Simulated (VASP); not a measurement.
# Zr (R-3m) in VASP: notebook, part 2 of 2

VASP 6.6.1. Earlier steps stand in the parts before.

### Step 3. Single point, PBE

This run uses another cell than the first one, of the same volume but with other edges.

Input file INCAR:

```
PREC = Accurate
ENCUT = 520
EDIFF = 1E-6
ISMEAR = 0
SIGMA = 0.15
LREAL = False
LASPH = True
NELM = 100
ALGO = Fast
ISIF = 2
LWAVE = False
LCHARG = False
GGA = PE
NBANDS = 12
```

Input file KPOINTS:

```
regular mesh
0
Gamma
  20 20 20
```

Input file POSCAR:

```
Zr
1.0
   -0.7129595024      1.9606386315      1.9606386315
    1.9606386315     -0.7129595024      1.9606386315
    1.9606386315      1.9606386315     -0.7129595024
Zr
1
Direct
    0.0000000000      0.0000000000      0.0000000000
```

Potentials or basis: VASP PAW PBE potentials, release 64 (Zr_sv).

Launch:

```sh
$ cat potpaw_PBE.64/Zr_sv/POTCAR > POTCAR
$ mpirun -np 1 vasp_std > vasp.out
```

OUTCAR:

```text
PREC = Accurate
   ENCUT = 520
   EDIFF = 1E-6
   ISMEAR = 0
   LREAL = False
   LASPH = True
   NELM = 100
   ISIF = 2
   GGA = PE

 ion  position               nearest neighbor table
   1  0.000  0.000  0.000-

  LATTYP: Found a trigonal (rhomboedric) cell.
 ALAT       =     2.8629563285
 COS(alpha) =     0.1279069767

  Lattice vectors:

 A1 = (  -0.7129595024,   1.9606386315,   1.9606386315)
 A2 = (   1.9606386315,  -0.7129595024,   1.9606386315)
 A3 = (   1.9606386315,   1.9606386315,  -0.7129595024)

Analysis of symmetry for initial positions (statically):
=====================================================================
 Subroutine PRICEL returns:
 Original cell was already a primitive cell.

 Routine SETGRP: Setting up the symmetry group for a
 trigonal (rhombohedral) supercell.

 Subroutine GETGRP returns: Found 12 space group operations
 (whereof 12 operations were pure point group operations)
 out of a pool of 12 trial point group operations.

The static configuration has the point symmetry D_3d.

Analysis of symmetry for dynamics (positions and initial velocities):
=====================================================================
 Subroutine PRICEL returns:
 Original cell was already a primitive cell.

 Routine SETGRP: Setting up the symmetry group for a
 trigonal (rhombohedral) supercell.

 Subroutine GETGRP returns: Found 12 space group operations
 (whereof 12 operations were pure point group operations)
 out of a pool of 12 trial point group operations.

The dynamic configuration has the point symmetry D_3d.

 Subroutine INISYM returns: Found 12 space group operations
 (whereof 12 operations are pure point group operations),
 and found     1 'primitive' translations

----------------------------------------------------------------------------------------

                                     Primitive cell

  volume of cell :      22.9335

[... 108 lines left out ...]
  Fermi-wavevector in a.u.,A,eV,Ry     =   1.319204  2.492935 23.678216  1.740300
  Thomas-Fermi vector in A             =   2.449119
   LORBIT       =      0    0 simple, 1 ext, 2 COOP (PROOUT), +10 PAW based schemes
   GGA     = PE    functional components
   LHFCALC =     F    Hartree Fock is set to
   AEXX    =    0.0000 exact exchange contribution
   IVDW    =     0    specifies the selected vdW correction
   LEPSILON=     F    determine dielectric tensor
   LRPA    =     F    only Hartree local field effects (RPA)
 non-spin polarized calculation
 RMM-DIIS sequential band-by-band and
 Gauss-broadening in eV      SIGMA  =   0.15
  energy-cutoff  :      520.00
  volume of cell :       22.93
 maximum number of plane-waves:       629
 NGX is ok and might be reduce to    24

 number of electron      12.0000000 magnetization

 Free energy of the ion-electron system (eV)
  ---------------------------------------------------
  ext. energy  EPLUGINS =         0.00000000
  ---------------------------------------------------
  free energy    TOTEN  =        -7.78511891 eV

  energy without entropy =       -7.76701148  energy(sigma->0) =       -7.77606519

 E-fermi :   8.7566     XC(G=0): -11.0591

 val. band max:        8.7556953225   @ k =  -0.3500   0.4500   0.2000
 cond. band min:       8.7607805188   @ k =   0.4500   0.3500   0.2500
 fundamental gap:      0.0050851962
 Fermi energy:         8.7566348738

 k-point     1 :       0.0000    0.0000    0.0000
  band No.  band energies     occupation
      1     -39.7021      2.00000
      2     -17.0961      2.00000
      3     -17.0961      2.00000
      4     -16.8682      2.00000
      5       3.6532      2.00000
      6       7.2518      2.00000
      7       7.2518      2.00000
      8      14.3761      0.00000
      9      14.3761      0.00000
     10      14.5726      0.00000
     11      20.7958      0.00000
     12      22.7440      0.00000
[... 331 lines left out ...]
 k-point    24 :      -0.3500    0.0500   -0.0000
  band No.  band energies     occupation
      1     -39.5572      2.00000
      2     -18.1608      2.00000
      3     -17.0236      2.00000
      4     -16.8763      2.00000
      5       6.0271      2.00000
      6       7.8651      2.00000
      7       9.2731      0.00000
      8      12.1507      0.00000
      9      12.4919      0.00000
     10      14.4531      0.00000
     11      18.2167      0.00000
     12      22.2222      0.00000

 [... further k-points ...]
[... 5 lines left out ...]
  --------------------------------------------------------------------------------------
  -------------------------------------------------------------------------------------
  Total        0.6725409      0.6725409      0.6725409      0.8396586      0.8396586      0.8396586
  in kB       46.9850483     46.9850483     46.9850483     58.6602182     58.6602182     58.6602182
  external PRESSURE =      46.9850483 kB  Pullay stress =       0.0000000 kB

 VOLUME and BASIS-vectors are now :
 -----------------------------------------------------------------------------
  energy-cutoff  :      520.00
  volume of cell :       22.93
      direct lattice vectors                 reciprocal lattice vectors
    -0.712959502  1.960638631  1.960638631    -0.145455251  0.228572538  0.228572538
     1.960638631 -0.712959502  1.960638631     0.228572538 -0.145455251  0.228572538
     1.960638631  1.960638631 -0.712959502     0.228572538  0.228572538 -0.145455251

 POSITION                                       TOTAL-FORCE (eV/Angst)
 -----------------------------------------------------------------------------------
      0.00000      0.00000      0.00000        -0.000000     -0.000000      0.000000
 -----------------------------------------------------------------------------------
    total drift:                                0.000000      0.000000      0.000000

  FREE ENERGIE OF THE ION-ELECTRON SYSTEM (eV)
  ---------------------------------------------------
  free  energy   TOTEN  =        -7.7851189105 eV

  energy  without entropy=       -7.7670114754  energy(sigma->0) =       -7.77606519
```

OSZICAR:

```text
N       E                     dE             d eps       ncg     rms          rms(c)
DAV:   1     0.892710273810E+02    0.89271E+02   -0.69689E+03 18800   0.100E+03
DAV:   2    -0.482881576660E+01   -0.94100E+02   -0.91242E+02 21608   0.271E+02
DAV:   3    -0.791936721873E+01   -0.30906E+01   -0.30158E+01 27748   0.415E+01
DAV:   4    -0.798531703395E+01   -0.65950E-01   -0.65881E-01 21832   0.575E+00
DAV:   5    -0.798678282759E+01   -0.14658E-02   -0.14657E-02 27468   0.647E-01    0.113E+01
RMM:   6    -0.779681148366E+01    0.18997E+00   -0.22537E-01 19736   0.392E+00    0.499E+00
RMM:   7    -0.777870683366E+01    0.18105E-01   -0.16274E-01 22237   0.299E+00    0.633E-01
RMM:   8    -0.778444915224E+01   -0.57423E-02   -0.28125E-02 25715   0.149E+00    0.328E-01
RMM:   9    -0.778499335184E+01   -0.54420E-03   -0.91446E-03 28226   0.742E-01    0.156E-01
RMM:  10    -0.778527360237E+01   -0.28025E-03   -0.20084E-03 31645   0.304E-01    0.200E-01
RMM:  11    -0.778512271389E+01    0.15089E-03   -0.39834E-04 27173   0.165E-01    0.136E-01
RMM:  12    -0.778509832738E+01    0.24387E-04   -0.13954E-04 29337   0.100E-01    0.106E-01
RMM:  13    -0.778510224920E+01   -0.39218E-05   -0.53644E-05 30174   0.575E-02    0.850E-02
RMM:  14    -0.778510759544E+01   -0.53462E-05   -0.26790E-05 28839   0.440E-02    0.618E-02
RMM:  15    -0.778511358121E+01   -0.59858E-05   -0.19671E-05 27050   0.450E-02    0.330E-02
RMM:  16    -0.778511619924E+01   -0.26180E-05   -0.91512E-06 23417   0.272E-02    0.191E-02
RMM:  17    -0.778511816842E+01   -0.19692E-05   -0.53641E-06 19948   0.208E-02    0.636E-03
RMM:  18    -0.778511891054E+01   -0.74212E-06   -0.26244E-06 15608   0.130E-02
   1 F= -.77851189E+01 E0= -.77760652E+01  d E =-.181074E-01
```

stdout:

```text
POSCAR found type information on POSCAR Zr
 POSCAR found :  1 types and       1 ions
 scaLAPACK will be used
 LDA part: xc-table for (Slater+PW92), standard interpolation
 POSCAR, INCAR and KPOINTS ok, starting setup
 FFT: planning ... GRIDC
 FFT: planning ... GRID_SOFT
 FFT: planning ... GRID
 WAVECAR not read
 entering main loop
WARNING in EDDRMM: call to ZHEGV failed, returncode =   8  4     10
WARNING in EDDRMM: call to ZHEGV failed, returncode =   6  3      6
WARNING in EDDRMM: call to ZHEGV failed, returncode =   8  4      5
WARNING in EDDRMM: call to ZHEGV failed, returncode =   8  4      5
WARNING in EDDRMM: call to ZHEGV failed, returncode =   8  4     11
WARNING in EDDRMM: call to ZHEGV failed, returncode =   6  3     11
WARNING in EDDRMM: call to ZHEGV failed, returncode =   6  3      9
WARNING in EDDRMM: call to ZHEGV failed, returncode =   6  3      9
WARNING in EDDRMM: call to ZHEGV failed, returncode =   8  4     11
WARNING in EDDRMM: call to ZHEGV failed, returncode =   8  4     12
WARNING in EDDRMM: call to ZHEGV failed, returncode =   6  3      5
WARNING in EDDRMM: call to ZHEGV failed, returncode =   6  3      5
WARNING in EDDRMM: call to ZHEGV failed, returncode =   6  3      5
WARNING in EDDRMM: call to ZHEGV failed, returncode =   6  3      5
WARNING in EDDRMM: call to ZHEGV failed, returncode =   6  3      8
WARNING in EDDRMM: call to ZHEGV failed, returncode =   8  4      2
```

It took 2.2 min on 1 thread of Intel Xeon Platinum 8488C (Sapphire Rapids), shared host; peak memory 0.31 GiB.

Results:

```yaml
Free_energy: -7.7851 eV
Pressure: 4.7 GPa
Band_gap_on_the_k_mesh: zero (bands 6 and 7 overlap by 2.52 eV)
```

Stress tensor (GPa, compression positive):
```
4.70 5.87 5.87
5.87 4.70 5.87
5.87 5.87 4.70
```

Caveat: the cell stands under pressure.

### Step 4. Single point, PBE

This run uses another cell than the first one, of the same volume but with other edges.

Input file INCAR:

```
SYSTEM = Zr
PREC = Accurate ; ENCUT = 520
EDIFF = 1E-6 ; ISMEAR = 0
SIGMA = 0.15 ; LREAL = .FALSE.
LASPH = .TRUE. ; NELM = 60
ALGO = Fast ; ISIF = 2
LWAVE = .FALSE. ; LCHARG = .TRUE.
GGA = PE ; LELF = .TRUE.
LVHAR = .TRUE. ; NBANDS = 12
```

Input file KPOINTS:

```
regular mesh
0
G
  20 20 20
  0 0 0
```

Input file POSCAR:

```
Zr
1.0
   -0.2380529518      2.1424765661      2.1424765661
    2.1424765661     -0.2380529518      2.1424765661
    2.1424765661      2.1424765661     -0.2380529518
Zr
1
Direct
    0.0000000000      0.0000000000      0.0000000000
```

Potentials or basis: VASP PAW PBE potentials, release 64 (Zr_sv).

Launch:

```sh
$ cat potpaw_PBE.64/Zr_sv/POTCAR > POTCAR
$ mpirun -np 1 vasp_std > vasp.out
```

OUTCAR:

```text
SYSTEM = Zr
   PREC = Accurate
   ENCUT = 520
   EDIFF = 1E-6
   ISMEAR = 0
   LREAL = .FALSE.
   LASPH = .TRUE.
   NELM = 60
   ISIF = 2
   GGA = PE

 ion  position               nearest neighbor table
   1  0.000  0.000  0.000-

  LATTYP: Found a trigonal (rhomboedric) cell.
 ALAT       =     3.0392566329
 COS(alpha) =     0.3865030675

  Lattice vectors:

 A1 = (  -0.2380529518,   2.1424765661,   2.1424765661)
 A2 = (   2.1424765661,  -0.2380529518,   2.1424765661)
 A3 = (   2.1424765661,   2.1424765661,  -0.2380529518)

Analysis of symmetry for initial positions (statically):
=====================================================================
 Subroutine PRICEL returns:
 Original cell was already a primitive cell.

 Routine SETGRP: Setting up the symmetry group for a
 trigonal (rhombohedral) supercell.

 Subroutine GETGRP returns: Found 12 space group operations
 (whereof 12 operations were pure point group operations)
 out of a pool of 12 trial point group operations.

The static configuration has the point symmetry D_3d.

Analysis of symmetry for dynamics (positions and initial velocities):
=====================================================================
 Subroutine PRICEL returns:
 Original cell was already a primitive cell.

 Routine SETGRP: Setting up the symmetry group for a
 trigonal (rhombohedral) supercell.

 Subroutine GETGRP returns: Found 12 space group operations
 (whereof 12 operations were pure point group operations)
 out of a pool of 12 trial point group operations.

The dynamic configuration has the point symmetry D_3d.

 Subroutine INISYM returns: Found 12 space group operations
 (whereof 12 operations are pure point group operations),
 and found     1 'primitive' translations

----------------------------------------------------------------------------------------

                                     Primitive cell
[... 110 lines left out ...]
  volume/ion in A,a.u.               =      22.93       154.76
  Fermi-wavevector in a.u.,A,eV,Ry     =   1.319204  2.492935 23.678216  1.740300
  Thomas-Fermi vector in A             =   2.449119
   LORBIT       =      0    0 simple, 1 ext, 2 COOP (PROOUT), +10 PAW based schemes
   GGA     = PE    functional components
   LHFCALC =     F    Hartree Fock is set to
   AEXX    =    0.0000 exact exchange contribution
   IVDW    =     0    specifies the selected vdW correction
   LEPSILON=     F    determine dielectric tensor
   LRPA    =     F    only Hartree local field effects (RPA)
 non-spin polarized calculation
 RMM-DIIS sequential band-by-band and
 Gauss-broadening in eV      SIGMA  =   0.15
  energy-cutoff  :      520.00
  volume of cell :       22.93
 maximum number of plane-waves:       645
   NGX = 11   NGY = 11   NGZ = 11

 number of electron      12.0000000 magnetization

 Free energy of the ion-electron system (eV)
  ---------------------------------------------------
  ext. energy  EPLUGINS =         0.00000000
  ---------------------------------------------------
  free energy    TOTEN  =        -8.36657871 eV

  energy without entropy =       -8.34917510  energy(sigma->0) =       -8.35787690

 E-fermi :   9.0004     XC(G=0): -11.1331

 val. band max:        8.9998829429   @ k =  -0.1000  -0.3500   0.0500
 cond. band min:       9.0008183615   @ k =  -0.4500   0.1000   0.0500
 fundamental gap:      0.0009354186
 Fermi energy:         9.0004009202

 k-point     1 :       0.0000    0.0000    0.0000
  band No.  band energies     occupation
      1     -39.6267      2.00000
      2     -17.1621      2.00000
      3     -17.1621      2.00000
      4     -16.9457      2.00000
      5       3.5115      2.00000
      6       9.0772      0.46894
      7       9.0772      0.46894
      8      11.6460      0.00000
      9      12.8160      0.00000
     10      12.8160      0.00000
     11      19.6092      0.00000
     12      22.9595      0.00000
[... 331 lines left out ...]
 k-point    24 :      -0.3500    0.0500    0.0000
  band No.  band energies     occupation
      1     -39.5114      2.00000
      2     -17.9640      2.00000
      3     -17.2060      2.00000
      4     -17.0846      2.00000
      5       5.9431      2.00000
      6       9.0463      0.66499
      7       9.1908      0.07267
      8      11.4451      0.00000
      9      13.1070      0.00000
     10      13.7869      0.00000
     11      18.9554      0.00000
     12      21.2064      0.00000

 [... further k-points ...]
[... 5 lines left out ...]
  --------------------------------------------------------------------------------------
  -------------------------------------------------------------------------------------
  Total        0.2077187      0.2077187      0.2077187      0.6527357      0.6527357      0.6527357
  in kB       14.5116426     14.5116426     14.5116426     45.6014155     45.6014155     45.6014155
  external PRESSURE =      14.5116426 kB  Pullay stress =       0.0000000 kB

 VOLUME and BASIS-vectors are now :
 -----------------------------------------------------------------------------
  energy-cutoff  :      520.00
  volume of cell :       22.93
      direct lattice vectors                 reciprocal lattice vectors
    -0.238052952  2.142476566  2.142476566    -0.197682168  0.222392439  0.222392439
     2.142476566 -0.238052952  2.142476566     0.222392439 -0.197682168  0.222392439
     2.142476566  2.142476566 -0.238052952     0.222392439  0.222392439 -0.197682168

 POSITION                                       TOTAL-FORCE (eV/Angst)
 -----------------------------------------------------------------------------------
      0.00000      0.00000      0.00000         0.000000      0.000000      0.000000
 -----------------------------------------------------------------------------------
    total drift:                                0.000000     -0.000000      0.000000

  FREE ENERGIE OF THE ION-ELECTRON SYSTEM (eV)
  ---------------------------------------------------
  free  energy   TOTEN  =        -8.3665787051 eV

  energy  without entropy=       -8.3491750971  energy(sigma->0) =       -8.35787690
```

stdout:

```text
POSCAR found type information on POSCAR Zr
 POSCAR found :  1 types and       1 ions
 scaLAPACK will be used
 LDA part: xc-table for (Slater+PW92), standard interpolation
 POSCAR, INCAR and KPOINTS ok, starting setup
 FFT: planning ... GRIDC
 FFT: planning ... GRID_SOFT
 FFT: planning ... GRID
 WAVECAR not read
 entering main loop
WARNING in EDDRMM: call to ZHEGV failed, returncode =   6  3      5
WARNING in EDDRMM: call to ZHEGV failed, returncode =   8  4      7
WARNING in EDDRMM: call to ZHEGV failed, returncode =   8  4      6
WARNING in EDDRMM: call to ZHEGV failed, returncode =   6  3      5
WARNING in EDDRMM: call to ZHEGV failed, returncode =   8  4     12
WARNING in EDDRMM: call to ZHEGV failed, returncode =   6  3     11
WARNING in EDDRMM: call to ZHEGV failed, returncode =   6  3     11
WARNING in EDDRMM: call to ZHEGV failed, returncode =   8  4     12
```

It took 2.1 min on 1 thread of Intel Xeon Platinum 8488C (Sapphire Rapids), shared host; peak memory 0.3 GiB.

What came out:

| Item | Value |
| --- | --- |
| Free energy | -8.3666 eV |
| Pressure | 1.5 GPa |
| Band gap on the k mesh | zero (bands 6 and 7 overlap by 1.45 eV) |

### Step 5. Overview

```tsv
cell	further INCAR settings	gap on the mesh (eV)	pressure (GPa)
a = 3.663 Å, angles 45.7°, 1 atom	ALGO = Fast; EDIFF = 1e-07; NBANDS = 12	none	4.6
a = 2.863 Å, angles 82.7°, 1 atom	ALGO = Fast; EDIFF = 1e-06; NBANDS = 12	none	4.7
a = 3.039 Å, angles 67.3°, 1 atom	ALGO = Fast; EDIFF = 1e-06; NBANDS = 12	none	1.5
```

Alike in all rows: task single point; level PBE; potentials or basis VASP PAW PBE potentials, release 64 (Zr_sv); no spin polarisation; k mesh 20 × 20 × 20; cutoff (eV) 520; smearing gaussian 0.15 eV.

Caveats: the cell stands under pressure (at least some runs).

Total energies depend on the potentials used, so only differences within one code and one set of settings carry meaning.
